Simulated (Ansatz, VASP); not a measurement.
## MgSn2O3 in VASP and in Ansatz

```xyz
6
Lattice="2.9503 1.7033 3.0212 -2.9503 1.7033 3.0212 0.0000 -3.4067 3.0212" Properties=species:S:1:pos:R:3 pbc="T T T"
Mg    0.0000    0.0000    4.5318
Sn    0.0000    0.0000    7.3916
Sn    0.0000    0.0000    1.6719
O    -1.4751   -0.8517    3.0212
O     1.4751   -0.8517    3.0212
O     0.0000    1.7033    3.0212
```

Change from the starting cell: species swapped into the Eu2Al3Ga type (R-3m, No. 166).

Alike in both runs: functional PBE; k mesh 12 × 12 × 12; occupations gaussian, width 0.02 eV; no spin polarisation.

Ansatz relaxed the structure, and its values are those at the end. VASP's run is a single point on that final structure, the one shown.

|  | VASP | Ansatz |
| --- | --- | --- |
| version | VASP 6.6.1 | Ansatz 0.2.0 |
| potentials or method | VASP PAW PBE potentials, release 64 (Mg, Sn_d, O), cutoff 520 eV | scalar-relativistic, plane waves, PAW |
| valence electrons in the cell | 48 | 56 |

```csv
,VASP,Ansatz,Ansatz less VASP
gap on the k mesh at the Fermi level (eV),0.32,0.34,+0.017
least direct gap on the mesh (eV),0.32,0.34,+0.017
pressure (GPa),0.0,0.0,+0.01
rms of the force components (eV/Å),0.022,0.000,-0.0220
```

The functional is the same, so the differences come from potentials, cutoffs and numerics. VASP's potentials hold 48 valence electrons a cell and Ansatz's 56, so a difference there can come from the potentials and not from the codes.
